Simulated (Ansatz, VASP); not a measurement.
One calculation of TlBi, two programs

```
Tl Bi
1.0
     3.99171    0.00000    0.00000
     0.00000    3.99171    0.00000
     0.00000    0.00000    3.99171
Tl Bi
1 1
Direct
  0.00000 0.00000 0.00000
  0.50000 0.50000 0.50000
```

Change from the starting cell: volume scaled by 1, crystal datasets.

Alike in both runs: task electric field gradients; functional PBEsol; k mesh 9 × 9 × 9; occupations fermi-dirac, width 0.05 eV; no spin polarisation.

|  | VASP | Ansatz |
| --- | --- | --- |
| version | VASP 6.6.1 | Ansatz 0.2.0 |
| potentials or method | VASP PAW PBE potentials, release 64 (Tl_d, Bi_d), cutoff 520 eV | all-electron PAW with datasets made for the crystal, scalar-relativistic |

VASP gave:

* pressure (GPa): -3.1

Task: Estimate Ansatz's values.

Result: Pressure (GPa): -3.0.

VASP's potentials were made for PBE, not for PBEsol. Ansatz ran all-electron here, and VASP with PAW potentials.

Neither program's run includes spin-orbit coupling.
